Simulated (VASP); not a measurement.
# TaSi2 (k07) (P6_222) in VASP: single point with LDA

Aim: the single point of TaSi2 (k07) with LDA.

All numbers are computed with VASP 6.6.1; they aren't measurements. Logs are shortened: lines on timing, memory, paths and dates and some standing lists are left out, and cuts for length are marked.

### Step 1. The cell of the first run

The structure is hexagonal, space group P6_222 (No. 180). The conventional cell has a = 4.769 Å, b = 4.769 Å, c = 6.521 Å, α = 90.00°, β = 90.00°, γ = 120.00°. Within 3.4 Å of Ta (site symmetry 222) lie 10 Si at 2.59 to 2.82 Å and 4 Ta at 3.23 Å. Si (site symmetry 2) has 7 Si at 2.54 to 3.14 Å and 5 Ta at 2.59 to 2.82 Å within 3.3 Å.

### Step 2. Single point, LDA

INCAR

```
PREC = Accurate
ENCUT = 520
EDIFF = 1E-6
ISMEAR = 0
SIGMA = 0.1
LREAL = False
LASPH = True
NELM = 80
ALGO = Normal
ISIF = 2
LWAVE = False
LCHARG = True
LELF = True
LVHAR = True
NBANDS = 38
```

KPOINTS

```
Automatic mesh
0
Gamma
  6 6 4
```

POSCAR

```
TaSi2
1.0
    4.7686266500      0.0000000000      0.0000000000
   -2.3843133300      4.1297518200      0.0000000000
    0.0000000000      0.0000000000      6.5214099500
Ta Si
3 6
Direct
    0.0000000000      0.5000000000      0.1666666700
    0.5000000000      0.5000000000      0.8333333300
    0.5000000000      0.0000000000      0.5000000000
    0.8413836500      0.6827673000      0.5000000000
    0.1586163500      0.8413836500      0.8333333300
    0.6827673000      0.8413836500      0.1666666700
    0.1586163500      0.3172327000      0.5000000000
    0.8413836500      0.1586163500      0.8333333300
    0.3172327000      0.1586163500      0.1666666700
```

Potentials or basis: VASP PAW LDA potentials, release 64 (Ta_pv, Si).

Command:

```console
$ cat potpaw_LDA.64/Ta_pv/POTCAR potpaw_LDA.64/Si/POTCAR > POTCAR
$ mpirun -np 1 vasp_std > vasp.out
```

OUTCAR:

```text
PREC = Accurate
   ENCUT = 520
   EDIFF = 1E-6
   ISMEAR = 0
   LREAL = False
   LASPH = True
   NELM = 80
   ISIF = 2

 ion  position               nearest neighbor table
   1  0.000  0.500  0.167-   4 2.59   7 2.59   5 2.59   8 2.59   9 2.72   6 2.72   9 2.72   6 2.72
                             6 2.82   9 2.82   3 3.23   3 3.23   2 3.23   2 3.23
   2  0.500  0.500  0.833-   4 2.59   7 2.59   6 2.59   9 2.59   5 2.72   8 2.72   5 2.72   8 2.72
                             8 2.82   5 2.82   3 3.23   3 3.23   1 3.23   1 3.23
   3  0.500  0.000  0.500-   5 2.59   8 2.59   6 2.59   9 2.59   7 2.72   4 2.72   7 2.72   4 2.72
                             7 2.82   4 2.82   1 3.23   1 3.23   2 3.23   2 3.23
   4  0.841  0.683  0.500-   5 2.54   6 2.54   2 2.59   1 2.59   7 2.62   3 2.72   3 2.72   3 2.82
                             7 2.82   7 2.82   9 3.14   8 3.14
   5  0.159  0.841  0.833-   4 2.54   9 2.54   3 2.59   1 2.59   8 2.62   2 2.72   2 2.72   2 2.82
                             8 2.82   8 2.82   7 3.14   6 3.14
   6  0.683  0.841  0.167-   4 2.54   8 2.54   3 2.59   2 2.59   9 2.62   1 2.72   1 2.72   1 2.82
                             9 2.82   9 2.82   7 3.14   5 3.14
   7  0.159  0.317  0.500-   8 2.54   9 2.54   2 2.59   1 2.59   4 2.62   3 2.72   3 2.72   3 2.82
                             4 2.82   4 2.82   6 3.14   5 3.14
   8  0.841  0.159  0.833-   7 2.54   6 2.54   3 2.59   1 2.59   5 2.62   2 2.72   2 2.72   2 2.82
                             5 2.82   5 2.82   4 3.14   9 3.14
   9  0.317  0.159  0.167-   7 2.54   5 2.54   3 2.59   2 2.59   6 2.62   1 2.72   1 2.72   1 2.82
                             6 2.82   6 2.82   4 3.14   8 3.14

  LATTYP: Found a hexagonal cell.
 ALAT       =     4.7686266500
 C/A-ratio  =     1.3675656386

  Lattice vectors:

 A1 = (   4.7686266500,   0.0000000000,   0.0000000000)
 A2 = (  -2.3843133300,   4.1297518200,   0.0000000000)
 A3 = (   0.0000000000,   0.0000000000,   6.5214099500)

Analysis of symmetry for initial positions (statically):
=====================================================================
 Subroutine PRICEL returns:
 Original cell was already a primitive cell.

 Routine SETGRP: Setting up the symmetry group for a
 hexagonal supercell.

 Subroutine GETGRP returns: Found 12 space group operations
 (whereof  4 operations were pure point group operations)
 out of a pool of 24 trial point group operations.

The static configuration has the point symmetry D_2 .
 The point group associated with its full space group is D_6 .

Analysis of symmetry for dynamics (positions and initial velocities):
=====================================================================
 Subroutine PRICEL returns:
 Original cell was already a primitive cell.

 Routine SETGRP: Setting up the symmetry group for a
 hexagonal supercell.

 Subroutine GETGRP returns: Found 12 space group operations
 (whereof  4 operations were pure point group operations)
 out of a pool of 24 trial point group operations.

The dynamic configuration has the point symmetry D_2 .
 The point group associated with its full space group is D_6 .

 Subroutine INISYM returns: Found 12 space group operations
 (whereof  4 operations are pure point group operations),
 and found     1 'primitive' translations

----------------------------------------------------------------------------------------

                                     Primitive cell

  volume of cell :     128.4277

  direct lattice vectors                    reciprocal lattice vectors
     4.768626650  0.000000000  0.000000000     0.209703983  0.121072651  0.000000000
    -2.384313330  4.129751820  0.000000000     0.000000000  0.242145302  0.000000000
     0.000000000  0.000000000  6.521409950     0.000000000  0.000000000  0.153341073

  length of vectors
     4.768626650  4.768626652  6.521409950     0.242145302  0.242145302  0.153341073

  position of ions in fractional coordinates (direct lattice)
     0.000000000  0.500000000  0.166666670
     0.500000000  0.500000000  0.833333330
     0.500000000  0.000000000  0.500000000
     0.841383650  0.682767300  0.500000000
     0.158616350  0.841383650  0.833333330
     0.682767300  0.841383650  0.166666670
     0.158616350  0.317232700  0.500000000
     0.841383650  0.158616350  0.833333330
     0.317232700  0.158616350  0.166666670

  ion indices of the primitive-cell ions
   primitive index   ion index
                 1           1
                 2           2
                 3           3
                 4           4
                 5           5
                 6           6
                 7           7
                 8           8
                 9           9

----------------------------------------------------------------------------------------

 KPOINTS: Automatic mesh

Automatic generation of k-mesh.
 Grid dimensions read from file:
 generate k-points for:    6    6    4

 Generating k-lattice:

  Cartesian coordinates                     Fractional coordinates (reciprocal lattice)
     0.034950664  0.020178775  0.000000000     0.166666667  0.000000000  0.000000000
     0.000000000  0.040357550  0.000000000     0.000000000  0.166666667  0.000000000
     0.000000000  0.000000000  0.038335268     0.000000000  0.000000000  0.250000000

  Length of vectors
     0.040357550  0.040357550  0.038335268

  Shift w.r.t. Gamma in fractional coordinates (k-lattice)
     0.000000000  0.000000000  0.000000000

 Subroutine IBZKPT returns following result:
 ===========================================

 Found     21 irreducible k-points:

 Following reciprocal coordinates:
            Coordinates               Weight
  0.000000  0.000000  0.000000      1.000000
  0.166667 -0.000000  0.000000      6.000000
  0.333333 -0.000000  0.000000      6.000000
  0.500000 -0.000000  0.000000      3.000000
  0.166667  0.166667  0.000000      6.000000
  0.333333  0.166667  0.000000     12.000000
[... 13 lines left out ...]
  0.333333  0.166667  0.500000     12.000000
  0.333333  0.333333  0.500000      2.000000
   k-points           NKPTS =     21   k-points in BZ     NKDIM =     21   number of bands    NBANDS=     38
   number of dos      NEDOS =    301   number of ions     NIONS =      9
   total plane-waves  NPLWV =  64800
   dimension x,y,z NGX =    36 NGY =   36 NGZ =   50
   dimension x,y,z NGXF=    72 NGYF=   72 NGZF=  100
   ions per type =               3   6
   NGX,Y,Z   is equivalent  to a cutoff of  12.55, 12.55, 12.75 a.u.
   NGXF,Y,Z  is equivalent  to a cutoff of  25.10, 25.10, 25.49 a.u.
 SYSTEM =  unknown system
   PREC   = accura    normal or accurate (medium, high low for compatibility)
   ISTART =      0    job   : 0-new  1-cont  2-samecut
   ICHARG =      2    charge: 1-file 2-atom 10-const
   ISPIN  =      1    spin polarized calculation?
   LNONCOLLINEAR =      F non collinear calculations
   LSORBIT =      F    spin-orbit coupling
   LASPH  =      T    aspherical Exc in radial PAW
   ENCUT  =  520.0 eV  38.22 Ry    6.18 a.u.   8.87  8.87 12.13*2*pi/ulx,y,z
   NELM   =     80;   NELMIN=  2; NELMDL= -5     # of ELM steps
   EDIFF  = 0.1E-05   stopping-criterion for ELM
   LREAL  =      F    real-space projection
   EDIFFG = 0.1E-04   stopping-criterion for IOM
   NSW    =      0    number of steps for IOM
   IBRION =     -1    ionic relax: 0-MD 1-quasi-New 2-CG
   NFREE  =      0    steps in history (QN), initial steepest desc. (CG)
   ISIF   =      2    stress and relaxation
   ISYM   =      2    0-nonsym 1-usesym 2-fastsym
   POTIM  = 0.5000    time-step for ionic-motion
   TEBEG  =    0.0;   TEEND  =   0.0 temperature during run
   PSTRESS=    0.0 pullay stress
   NELECT =      57.0000    total number of electrons
   NUPDOWN=      -1.0000    fix difference up-down
   EMIN   =  10.00;   EMAX   =-10.00  energy-range for DOS
   EFERMI =   0.00;   METHOD = LEGACY
   ISMEAR =     0;   SIGMA  =   0.10  broadening in eV -4-tet -1-fermi 0-gaus
   EFERMI_NEDOS =   21; number of points for ismear=-14 and -15
   IALGO  =     38    algorithm
   IMIX   =      4    mixing-type and parameters
     AMIX     =   0.40;   BMIX     =  1.00
     AMIX_MAG =   1.60;   BMIX_MAG =  1.00
  volume/ion in A,a.u.               =      14.27        96.30
  Fermi-wavevector in a.u.,A,eV,Ry     =   1.248763  2.359821 21.217064  1.559410
  Thomas-Fermi vector in A             =   2.382835
   LORBIT       =      0    0 simple, 1 ext, 2 COOP (PROOUT), +10 PAW based schemes
   GGA     = CA    functional components
   LHFCALC =     F    Hartree Fock is set to
   AEXX    =    0.0000 exact exchange contribution
   IVDW    =     0    specifies the selected vdW correction
   LEPSILON=     F    determine dielectric tensor
   LRPA    =     F    only Hartree local field effects (RPA)
 non-spin polarized calculation
 Gauss-broadening in eV      SIGMA  =   0.10
  energy-cutoff  :      520.00
  volume of cell :      128.43
 maximum number of plane-waves:      3501
 NGX is ok and might be reduce to    36
   NGX = 17   NGY = 17   NGZ = 25

 number of electron      57.0000001 magnetization

 Free energy of the ion-electron system (eV)
  ---------------------------------------------------
  ext. energy  EPLUGINS =         0.00000000
  ---------------------------------------------------
  free energy    TOTEN  =       -79.33820458 eV

  energy without entropy =      -79.32157427  energy(sigma->0) =      -79.32988943

 E-fermi :   9.4394     XC(G=0): -12.2522

 val. band max:        9.4058054231   @ k =   0.5000  -0.0000   0.0000
 cond. band min:       9.5249192243   @ k =   0.3333   0.1667   0.2500
 fundamental gap:      0.1191138012
 Fermi energy:         9.4393885379

 k-point     1 :       0.0000    0.0000    0.0000
  band No.  band energies     occupation
      1     -24.7053      2.00000
      2     -24.7053      2.00000
      3     -24.7033      2.00000
      4     -24.6418      2.00000
      5     -24.6418      2.00000
      6     -24.5369      2.00000
[... 30 lines left out ...]
     37      13.3602      0.00000
     38      13.5670      0.00000

 k-point     2 :       0.1667   -0.0000    0.0000
  band No.  band energies     occupation
      1     -24.7341      2.00000
      2     -24.7117      2.00000
      3     -24.6782      2.00000
      4     -24.6431      2.00000
      5     -24.6380      2.00000
      6     -24.5393      2.00000
[... 30 lines left out ...]
     37      13.2057      0.00000
     38      13.4611      0.00000

 k-point     3 :       0.3333   -0.0000    0.0000
  band No.  band energies     occupation
      1     -24.7550      2.00000
      2     -24.7230      2.00000
      3     -24.6676      2.00000
      4     -24.6466      2.00000
      5     -24.6282      2.00000
      6     -24.5436      2.00000
[... 30 lines left out ...]
     37      13.2159      0.00000
     38      13.7511      0.00000

 k-point     4 :       0.5000   -0.0000    0.0000
  band No.  band energies     occupation
      1     -24.7623      2.00000
      2     -24.7280      2.00000
      3     -24.6659      2.00000
      4     -24.6487      2.00000
      5     -24.6237      2.00000
      6     -24.5441      2.00000
[... 30 lines left out ...]
     37      12.9370      0.00000
     38      13.5683      0.00000
[... 580 lines left out ...]
      4     -24.6481      2.00000
      5     -24.5918      2.00000
      6     -24.5717      2.00000
[... 30 lines left out ...]
     37      13.1346      0.00000
     38      13.2649      0.00000

 k-point    20 :       0.3333    0.1667    0.5000
  band No.  band energies     occupation
      1     -24.7528      2.00000
      2     -24.7228      2.00000
      3     -24.7109      2.00000
      4     -24.6403      2.00000
      5     -24.5947      2.00000
      6     -24.5680      2.00000
[... 30 lines left out ...]
     37      12.9634      0.00000
     38      13.2922      0.00000

 k-point    21 :       0.3333    0.3333    0.5000
  band No.  band energies     occupation
      1     -24.7491      2.00000
      2     -24.7258      2.00000
      3     -24.7258      2.00000
      4     -24.6152      2.00000
      5     -24.6152      2.00000
      6     -24.5657      2.00000
[... 30 lines left out ...]
     37      13.0489      0.00000
     38      13.0603      0.00000

------------------------ aborting loop because EDIFF is reached ----------------------------------------

  FORCE on cell =-STRESS in cart. coord.  units (eV):
  Direction    XX          YY          ZZ          XY          YZ          ZX
  --------------------------------------------------------------------------------------
  -------------------------------------------------------------------------------------
  Total       -2.4992357     -2.4992357     -0.6250693      0.0000000     -0.0000000      0.0000000
  in kB      -31.1787737    -31.1787737     -7.7979417      0.0000000     -0.0000000      0.0000000
  external PRESSURE =     -23.3851630 kB  Pullay stress =       0.0000000 kB

 VOLUME and BASIS-vectors are now :
 -----------------------------------------------------------------------------
  energy-cutoff  :      520.00
  volume of cell :      128.43
      direct lattice vectors                 reciprocal lattice vectors
     4.768626650  0.000000000  0.000000000     0.209703983  0.121072651  0.000000000
    -2.384313330  4.129751820  0.000000000     0.000000000  0.242145302  0.000000000
     0.000000000  0.000000000  6.521409950     0.000000000  0.000000000  0.153341073

 POSITION                                       TOTAL-FORCE (eV/Angst)
 -----------------------------------------------------------------------------------
     -1.19216      2.06488      1.08690         0.000000      0.000000      0.000000
      1.19216      2.06488      5.43451         0.000000      0.000000     -0.000000
      2.38431      0.00000      3.26070         0.000000      0.000000     -0.000000
      2.38431      2.81966      3.26070         0.000000     -0.090852     -0.000000
     -1.24974      3.47471      5.43451         0.078680     -0.045426      0.000000
      1.24974      3.47471      1.08690        -0.078680     -0.045426      0.000000
     -0.00000      1.31009      3.26070        -0.000000      0.090852     -0.000000
      3.63405      0.65505      5.43451        -0.078680      0.045426      0.000000
      1.13457      0.65505      1.08690         0.078680      0.045426      0.000000
 -----------------------------------------------------------------------------------
    total drift:                               -0.000000     -0.000000      0.000009

  FREE ENERGIE OF THE ION-ELECTRON SYSTEM (eV)
  ---------------------------------------------------
  free  energy   TOTEN  =       -79.3382045791 eV

  energy  without entropy=      -79.3215742742  energy(sigma->0) =      -79.32988943
```

It took 49 s on 1 thread of Intel Xeon 6975P-C (Granite Rapids), shared host; peak memory 0.24 GiB.

What came out:

* Free energy: -79.3382 eV
* Pressure: -2.3 GPa
* Largest force: 0.091 eV/Å

Forces on the atoms (eV/Å):
```
Ta   0.000  0.000  0.000
Ta   0.000  0.000  0.000
Ta   0.000  0.000  0.000
Si   0.000 -0.091  0.000
Si   0.079 -0.045  0.000
Si  -0.079 -0.045  0.000
Si   0.000  0.091  0.000
Si  -0.079  0.045  0.000
Si   0.079  0.045  0.000
```

Caveat: spin-orbit coupling is left out, which moves the levels of the heavy elements.
